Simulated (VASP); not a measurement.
Runs of VASP 6.6.1 on CuAu. The structure is that of space group P4/mmm (No. 123), or close to it. The cells are those of the table. 

```csv
task,cell,k mesh for the DOS,occupations for the DOS,gap on the mesh (eV),pressure (GPa)
electric field gradients,"a = 2.809, b = 2.809, c = 3.682 Å, 2 atoms",-,-,none,-3.5
electric field gradients,"a = 2.837, b = 2.837, c = 3.718 Å, 2 atoms",-,-,none,-7.6
single point,"a = 2.743, b = 2.743, c = 3.595 Å, 2 atoms",-,-,none,9.8
single point,"a = 2.809, b = 2.809, c = 3.682 Å, 2 atoms",-,-,none,-3.5
electric field gradients,"a = 2.743, b = 2.743, c = 3.595 Å, 2 atoms",-,-,none,9.8
electric field gradients,"a = 2.781, b = 2.781, c = 3.645 Å, 2 atoms",-,-,none,1.5
single point,"a = 2.837, b = 2.837, c = 3.718 Å, 2 atoms",-,-,none,-7.6
electric field gradients,"a = 2.800, b = 2.800, c = 3.670 Å, 2 atoms",-,-,none,(a)
single point,"a = 2.781, b = 2.781, c = 3.645 Å, 2 atoms",-,-,none,1.4
```

Alike in all rows: level PBEsol; potentials or basis VASP PAW PBE potentials, release 64 (Cu, Au); no spin polarisation; k mesh 13 × 13 × 10; cutoff (eV) 520; smearing fermi-dirac 0.05 eV.

Problem. Estimate the missing entries.

Solution. (a) -2.0.

Caveats: the PAW data sets were made with another functional, which shifts forces and pressure a little; spin-orbit coupling is left out, which moves the levels of the heavy elements.

A k mesh can miss the band edges, and the runs leave out spin-orbit coupling on Au.

A gap of «none» marks levels without a gap at the run's occupations.
